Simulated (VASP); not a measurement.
# Sb (P4/mmm) in VASP: further runs

The runs below take Sb through single point, with PBE.

All numbers are computed with VASP 6.6.1; they aren't measurements. Logs are shortened: lines on timing, memory, paths and dates and some standing lists are left out, and cuts for length are marked.

### Step 1. The cell of the first run

The structure is tetragonal, space group P4/mmm (No. 123). The conventional cell has a = 3.160 Å, b = 3.160 Å, c = 3.097 Å, α = 90.00°, β = 90.00°, γ = 90.00°. Within 4.1 Å of Sb (site symmetry 4/mmm) lie 6 Sb at 3.10 to 3.16 Å.

### Step 2. Single point, PBE (zz strain of -2 %)

Contents of INCAR:

```
PREC = Accurate ; ENCUT = 520
EDIFF = 1E-6 ; ISMEAR = -1
SIGMA = 0.05 ; LREAL = F
LASPH = T ; NELM = 80
ALGO = Normal ; ISIF = 2
LWAVE = F ; LCHARG = F
GGA = PE ; NBANDS = 8
```

Contents of KPOINTS:

```
Automatic mesh
0
Gamma
  13 13 13
```

Contents of POSCAR:

```
Sb
1.0
    3.1600000000      0.0000000000      0.0000000000
    0.0000000000      3.1600000000      0.0000000000
    0.0000000000      0.0000000000      3.0968000000
Sb
1
Direct
    0.0000000000      0.0000000000      0.0000000000
```

Potentials or basis: VASP PAW PBE potentials, release 64 (Sb).

Launch:

```bash
$ cat potpaw_PBE.64/Sb/POTCAR > POTCAR
$ mpirun -np 1 vasp_std > vasp.out
```

OUTCAR:

```text
PREC = Accurate
   ENCUT = 520
   EDIFF = 1E-6
   ISMEAR = -1
   LREAL = F
   LASPH = T
   NELM = 80
   ISIF = 2
   GGA = PE

 ion  position               nearest neighbor table
   1  0.000  0.000  0.000-

  LATTYP: Found a simple tetragonal cell.
 ALAT       =     3.1600000000
 C/A-ratio  =     0.9800000000

  Lattice vectors:

 A1 = (   3.1600000000,   0.0000000000,   0.0000000000)
 A2 = (   0.0000000000,   3.1600000000,   0.0000000000)
 A3 = (   0.0000000000,   0.0000000000,   3.0968000000)

Analysis of symmetry for initial positions (statically):
=====================================================================
 Subroutine PRICEL returns:
 Original cell was already a primitive cell.

 Routine SETGRP: Setting up the symmetry group for a
 simple tetragonal supercell.

 Subroutine GETGRP returns: Found 16 space group operations
 (whereof 16 operations were pure point group operations)
 out of a pool of 16 trial point group operations.

The static configuration has the point symmetry D_4h.

Analysis of symmetry for dynamics (positions and initial velocities):
=====================================================================
 Subroutine PRICEL returns:
 Original cell was already a primitive cell.

 Routine SETGRP: Setting up the symmetry group for a
 simple tetragonal supercell.

 Subroutine GETGRP returns: Found 16 space group operations
 (whereof 16 operations were pure point group operations)
 out of a pool of 16 trial point group operations.

The dynamic configuration has the point symmetry D_4h.

 Subroutine INISYM returns: Found 16 space group operations
 (whereof 16 operations are pure point group operations),
 and found     1 'primitive' translations

----------------------------------------------------------------------------------------

                                     Primitive cell

  volume of cell :      30.9234

  direct lattice vectors                    reciprocal lattice vectors
     3.160000000  0.000000000  0.000000000     0.316455696  0.000000000  0.000000000
     0.000000000  3.160000000  0.000000000     0.000000000  0.316455696  0.000000000
     0.000000000  0.000000000  3.096800000     0.000000000  0.000000000  0.322913976

  length of vectors
     3.160000000  3.160000000  3.096800000     0.316455696  0.316455696  0.322913976

  position of ions in fractional coordinates (direct lattice)
     0.000000000  0.000000000  0.000000000

  ion indices of the primitive-cell ions
   primitive index   ion index
                 1           1

----------------------------------------------------------------------------------------

 KPOINTS: Automatic mesh

Automatic generation of k-mesh.
 Grid dimensions read from file:
 generate k-points for:   13   13   13

 Generating k-lattice:

  Cartesian coordinates                     Fractional coordinates (reciprocal lattice)
     0.024342746  0.000000000  0.000000000     0.076923077  0.000000000  0.000000000
     0.000000000  0.024342746  0.000000000     0.000000000  0.076923077  0.000000000
     0.000000000  0.000000000  0.024839537     0.000000000  0.000000000  0.076923077

  Length of vectors
     0.024342746  0.024342746  0.024839537

  Shift w.r.t. Gamma in fractional coordinates (k-lattice)
     0.000000000  0.000000000  0.000000000

 Subroutine IBZKPT returns following result:
 ===========================================

 Found    196 irreducible k-points:

 Following reciprocal coordinates:
            Coordinates               Weight
  0.000000  0.000000  0.000000      1.000000
  0.076923  0.000000  0.000000      4.000000
  0.153846  0.000000  0.000000      4.000000
  0.230769  0.000000  0.000000      4.000000
  0.307692  0.000000  0.000000      4.000000
  0.384615  0.000000  0.000000      4.000000
[... 16 lines left out ...]
  0.307692  0.307692  0.000000      4.000000
  0.384615  0.307692  0.000000      8.000000
 [... further k-points ...]
   k-points           NKPTS =    196   k-points in BZ     NKDIM =    196   number of bands    NBANDS=      8
   number of dos      NEDOS =    301   number of ions     NIONS =      1
   total plane-waves  NPLWV =  13824
   dimension x,y,z NGX =    24 NGY =   24 NGZ =   24
   dimension x,y,z NGXF=    48 NGYF=   48 NGZF=   48
   ions per type =               1
   NGX,Y,Z   is equivalent  to a cutoff of  12.63, 12.63, 12.88 a.u.
   NGXF,Y,Z  is equivalent  to a cutoff of  25.25, 25.25, 25.77 a.u.
 SYSTEM =  unknown system
   PREC   = accura    normal or accurate (medium, high low for compatibility)
   ISTART =      0    job   : 0-new  1-cont  2-samecut
   ICHARG =      2    charge: 1-file 2-atom 10-const
   ISPIN  =      1    spin polarized calculation?
   LNONCOLLINEAR =      F non collinear calculations
   LSORBIT =      F    spin-orbit coupling
   LASPH  =      T    aspherical Exc in radial PAW
   ENCUT  =  520.0 eV  38.22 Ry    6.18 a.u.   5.88  5.88  5.76*2*pi/ulx,y,z
   NELM   =     80;   NELMIN=  2; NELMDL= -5     # of ELM steps
   EDIFF  = 0.1E-05   stopping-criterion for ELM
   LREAL  =      F    real-space projection
[... 7 lines left out ...]
   TEBEG  =    0.0;   TEEND  =   0.0 temperature during run
   PSTRESS=    0.0 pullay stress
   NELECT =       5.0000    total number of electrons
   NUPDOWN=      -1.0000    fix difference up-down
   EMIN   =  10.00;   EMAX   =-10.00  energy-range for DOS
   EFERMI =   0.00;   METHOD = LEGACY
   ISMEAR =    -1;   SIGMA  =   0.05  broadening in eV -4-tet -1-fermi 0-gaus
   EFERMI_NEDOS =   21; number of points for ismear=-14 and -15
   IALGO  =     38    algorithm
   IMIX   =      4    mixing-type and parameters
     AMIX     =   0.40;   BMIX     =  1.00
     AMIX_MAG =   1.60;   BMIX_MAG =  1.00
  volume/ion in A,a.u.               =      30.92       208.68
  Fermi-wavevector in a.u.,A,eV,Ry     =   0.891872  1.685393 10.822552  0.795435
  Thomas-Fermi vector in A             =   2.013748
   LORBIT       =      0    0 simple, 1 ext, 2 COOP (PROOUT), +10 PAW based schemes
   GGA     = PE    functional components
   LHFCALC =     F    Hartree Fock is set to
   AEXX    =    0.0000 exact exchange contribution
   IVDW    =     0    specifies the selected vdW correction
   LEPSILON=     F    determine dielectric tensor
   LRPA    =     F    only Hartree local field effects (RPA)
 non-spin polarized calculation
  energy-cutoff  :      520.00
  volume of cell :       30.92
 maximum number of plane-waves:       851
 NGX is ok and might be reduce to    24
   NGX = 11   NGY = 11   NGZ = 11

 number of electron       5.0000000 magnetization

 Free energy of the ion-electron system (eV)
  ---------------------------------------------------
  ext. energy  EPLUGINS =         0.00000000
  ---------------------------------------------------
  free energy    TOTEN  =        -4.09776130 eV

  energy without entropy =       -4.09480836  energy(sigma->0) =       -4.09628483

 E-fermi :   6.7474     XC(G=0):  -9.4716

 val. band max:        6.7037794762   @ k =   0.2308   0.1538   0.3077
 cond. band min:       6.7755839563   @ k =   0.3846   0.2308   0.0000
 fundamental gap:      0.0718044801
 Fermi energy:         6.7473556025

 k-point     1 :       0.0000    0.0000    0.0000
  band No.  band energies     occupation
      1      -5.4300      2.00000
      2       9.6800      0.00000
      3       9.6800      0.00000
      4      10.2354      0.00000
      5      13.4480      0.00000
      6      13.6334      0.00000
      7      14.8062      0.00000
      8      23.9351      0.00000

 k-point     2 :       0.0769    0.0000    0.0000
  band No.  band energies     occupation
      1      -5.3495      2.00000
      2       8.6871      0.00000
      3       9.7581      0.00000
      4      10.3140      0.00000
      5      13.6217      0.00000
      6      14.2438      0.00000
      7      15.2707      0.00000
      8      23.1395      0.00000

 k-point     3 :       0.1538    0.0000    0.0000
  band No.  band energies     occupation
      1      -5.1109      2.00000
      2       6.9211      0.06005
      3       9.9851      0.00000
      4      10.5423      0.00000
      5      13.8253      0.00000
      6      14.7222      0.00000
      7      17.1058      0.00000
      8      21.8439      0.00000

 k-point     4 :       0.2308    0.0000    0.0000
  band No.  band energies     occupation
      1      -4.7263      2.00000
      2       5.1460      2.00000
      3      10.3372      0.00000
      4      10.8967      0.00000
      5      14.1498      0.00000
      6      15.1231      0.00000
      7      19.2940      0.00000
      8      20.5486      0.00000

 k-point     5 :       0.3077    0.0000    0.0000
  band No.  band energies     occupation
      1      -4.2257      2.00000
      2       3.5506      2.00000
      3      10.7665      0.00000
      4      11.3287      0.00000
      5      14.5840      0.00000
      6      15.6410      0.00000
      7      19.3816      0.00000
      8      19.8571      0.00000

 k-point     6 :       0.3846    0.0000    0.0000
  band No.  band energies     occupation
      1      -3.6850      2.00000
      2       2.2620      2.00000
      3      11.1860      0.00000
      4      11.7510      0.00000
      5      15.0821      0.00000
      6      16.2945      0.00000
      7      18.4589      0.00000
      8      18.9474      0.00000

 k-point     7 :       0.4615    0.0000    0.0000
  band No.  band energies     occupation
      1      -3.2838      2.00000
      2       1.4822      2.00000
      3      11.4606      0.00000
      4      12.0278      0.00000
      5      15.4933      0.00000
      6      17.0305      0.00000
      7      17.9296      0.00000
      8      18.1824      0.00000

 k-point     8 :       0.0769    0.0769    0.0000
  band No.  band energies     occupation
      1      -5.2689      2.00000
      2       8.7107      0.00000
      3       8.8217      0.00000
      4      10.3926      0.00000
      5      14.1726      0.00000
      6      14.6588      0.00000
      7      15.5428      0.00000
      8      22.1409      0.00000

 k-point     9 :       0.1538    0.0769    0.0000
  band No.  band energies     occupation
      1      -5.0303      2.00000
      2       6.9976      0.01332
      3       8.9988      0.00000
      4      10.6211      0.00000
      5      14.4218      0.00000
      6      15.2663      0.00000
      7      17.1567      0.00000
      8      20.6994      0.00000

 k-point    10 :       0.2308    0.0769    0.0000
  band No.  band energies     occupation
      1      -4.6455      2.00000
      2       5.2236      2.00000
      3       9.3575      0.00000
      4      10.9757      0.00000
      5      14.7493      0.00000
      6      15.6250      0.00000
      7      18.8183      0.00000
      8      19.8474      0.00000
[... 78 lines left out ...]
 k-point    18 :       0.4615    0.1538    0.0000
  band No.  band energies     occupation
      1      -2.9596      2.00000
      2       1.7855      2.00000
      3       8.8712      0.00000
      4      12.3409      0.00000
      5      13.9401      0.00000
      6      16.7301      0.00000
      7      18.4177      0.00000
      8      18.6685      0.00000

 k-point    19 :       0.2308    0.2308    0.0000
  band No.  band energies     occupation
      1      -4.0204      2.00000
      2       5.6650      2.00000
      3       5.9852      2.00000
      4      11.5621      0.00000
      5      15.1133      0.00000
      6      15.8605      0.00000
      7      19.5600      0.00000
      8      20.4664      0.00000

 k-point    20 :       0.3077    0.2308    0.0000
  band No.  band energies     occupation
      1      -3.5173      2.00000
      2       4.2132      2.00000
      3       6.3029      1.99972
      4      11.9968      0.00000
      5      14.0165      0.00000
      6      16.0742      0.00000
      7      20.1543      0.00000
      8      20.3734      0.00000

 k-point    21 :       0.3846    0.2308    0.0000
  band No.  band energies     occupation
      1      -2.9722      2.00000
      2       2.9254      2.00000
      3       6.7756      0.72498
      4      12.4219      0.00000
      5      12.9455      0.00000
      6      16.6296      0.00000
      7      19.4817      0.00000
      8      19.6131      0.00000

 k-point    22 :       0.4615    0.2308    0.0000
  band No.  band energies     occupation
      1      -2.5661      2.00000
      2       2.1416      2.00000
      3       7.1090      0.00144
      4      12.3030      0.00000
      5      12.7008      0.00000
      6      17.2050      0.00000
      7      18.8368      0.00000
      8      18.9663      0.00000

 k-point    23 :       0.3077    0.3077    0.0000
  band No.  band energies     occupation
      1      -3.0111      2.00000
      2       4.5166      2.00000
      3       4.8589      2.00000
      4      12.4325      0.00000
      5      12.6406      0.00000
      6      16.5370      0.00000
      7      20.6538      0.00000
      8      20.8272      0.00000

 k-point    24 :       0.3846    0.3077    0.0000
  band No.  band energies     occupation
      1      -2.4606      2.00000
      2       3.3729      2.00000
      3       5.1749      2.00000
      4      11.5343      0.00000
      5      12.8580      0.00000
      6      17.1216      0.00000
      7      19.8606      0.00000
      8      20.1687      0.00000

 [... further k-points ...]

------------------------ aborting loop because EDIFF is reached ----------------------------------------

  FORCE on cell =-STRESS in cart. coord.  units (eV):
  Direction    XX          YY          ZZ          XY          YZ          ZX
  --------------------------------------------------------------------------------------
  -------------------------------------------------------------------------------------
  Total       -0.5006082     -0.5006082      0.0993222      0.0000000     -0.0000000      0.0000000
  in kB      -25.9370886    -25.9370886      5.1459988      0.0000000     -0.0000000      0.0000000
  external PRESSURE =     -15.5760594 kB  Pullay stress =       0.0000000 kB

 VOLUME and BASIS-vectors are now :
 -----------------------------------------------------------------------------
  energy-cutoff  :      520.00
  volume of cell :       30.92
      direct lattice vectors                 reciprocal lattice vectors
     3.160000000  0.000000000  0.000000000     0.316455696  0.000000000  0.000000000
     0.000000000  3.160000000  0.000000000     0.000000000  0.316455696  0.000000000
     0.000000000  0.000000000  3.096800000     0.000000000  0.000000000  0.322913976

 POSITION                                       TOTAL-FORCE (eV/Angst)
 -----------------------------------------------------------------------------------
      0.00000      0.00000      0.00000         0.000000      0.000000      0.000000
 -----------------------------------------------------------------------------------
    total drift:                               -0.000000      0.000000      0.000000

  FREE ENERGIE OF THE ION-ELECTRON SYSTEM (eV)
  ---------------------------------------------------
  free  energy   TOTEN  =        -4.0977612995 eV

  energy  without entropy=       -4.0948083558  energy(sigma->0) =       -4.09628483
```

It took 37 s on 1 thread of Intel Xeon 8259CL, shared host; peak memory 0.17 GiB.

Results:

```
Free energy : -4.0978 eV
Pressure    : -1.6 GPa
```

Stress tensor (GPa, compression positive):
```
-2.59  0.00  0.00
 0.00 -2.59  0.00
 0.00  0.00  0.51
```

Caveat: the cell differs from its parent crystal (zz strain of -2 %); spin-orbit coupling is left out, which moves the levels of the heavy elements.

(Part 1 of 2 ends here.)
